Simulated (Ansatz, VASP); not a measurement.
## Be2C in VASP and in Ansatz

File INCAR:

```
SYSTEM = Be2C
  PREC = Accurate
  ENCUT = 600
  EDIFF = 1E-7
  ISMEAR = 0
  SIGMA = 0.01
  LREAL = .False.
  LASPH = .True.
  NELM = 120
  ALGO = Normal
  ISIF = 3
  LWAVE = .False.
  LCHARG = .False.
  GGA = RP
  IBRION = 2
  NSW = 100
  EDIFFG = -0.01
  GGA_COMPAT = .False.
  NELMIN = 4
```

The input KPOINTS:

```
Automatic mesh
0
Gamma
  8 8 8
  0 0 0
```

Contents of POSCAR:

```
Be2C
1.0
    0.0000000000      2.1650000000      2.1650000000
    2.1650000000      0.0000000000      2.1650000000
    2.1650000000      2.1650000000      0.0000000000
Be C
2 1
Direct
    0.2500000000      0.2500000000      0.2500000000
    0.7500000000      0.7500000000      0.7500000000
    0.0000000000      0.0000000000      0.0000000000
```

Input for Ansatz:

```yaml
crystal:
  lattice:
    - [0.0, 2.165, 2.165]
    - [2.165, 0.0, 2.165]
    - [2.165, 2.165, 0.0]
  atoms:
    - { symbol: Be, position: [0.25, 0.25, 0.25] }
    - { symbol: Be, position: [0.75, 0.75, 0.75] }
    - { symbol: C, position: [0.0, 0.0, 0.0] }
kpoints:
  mp_grid:
    grid: [8, 8, 8]
    shift: [0.0, 0.0, 0.0]
hamiltonian:
  xc: rpbe
  dispersion: none
scf:
  occupations:
    method: fixed
relax:
  max_steps: 100
  cell: {}
```

Alike in both runs: task relaxation of cell and atoms; functional RPBE; k mesh 8 × 8 × 8; no spin polarisation.

|  | VASP | Ansatz |
| --- | --- | --- |
| version | VASP 6.6.1 | Ansatz 0.2.0 |
| potentials or method | VASP PAW PBE potentials, release 64 (Be, C) | plane waves, PAW |
| plane-wave cutoff (eV) | 600 | 420 |
| occupations | gaussian, width 0.01 eV | fixed |
| valence electrons in the cell | 8 | 8 |

|  | VASP | Ansatz | Ansatz less VASP |
| --- | --- | --- | --- |
| relaxed volume (Å³/atom) | 6.90 | 6.90 | -0.003 |
| relaxed cell length with the largest relative difference (Å) | 3.082 | 3.082 | -0.0004 |

VASP's potentials were made for PBE, not for RPBE.
